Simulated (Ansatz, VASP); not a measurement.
# Two plane-wave programs on MgCd3O

```
CELL_PARAMETERS angstrom
4.70116 0.00000 0.00000
0.00000 4.70116 0.00000
0.00000 0.00000 4.70116
ATOMIC_POSITIONS crystal
Mg 0.00000 0.00000 0.00000
Cd 0.00000 0.50000 0.50000
Cd 0.50000 0.00000 0.50000
Cd 0.50000 0.50000 0.00000
O 0.50000 0.50000 0.50000
```

Alike in both runs: functional PBE; k mesh 8 × 8 × 8; occupations gaussian, width 0.1 eV; no spin polarisation.

Ansatz relaxed the structure, and its values are those at the end. VASP's run is a single point on that final structure, the one shown.

|  | VASP | Ansatz |
| --- | --- | --- |
| version | VASP 6.6.1 | Ansatz 0.2.0 |
| potentials or method | VASP PAW PBE potentials, release 64 (Mg, Cd, O), cutoff 600 eV | scalar-relativistic, plane waves, PAW |
| valence electrons in the cell | 44 | 76 |

|  | VASP | Ansatz | Ansatz less VASP |
| --- | --- | --- | --- |
| gap on the k mesh at the Fermi level (eV) | none | none | - |
| pressure (GPa) | 0.3 | 0.0 | -0.27 |

A gap of «none» marks a metal or a gap that the smearing closes. VASP's potentials hold 44 valence electrons a cell and Ansatz's 76, so a difference there can come from the potentials and not from the codes.
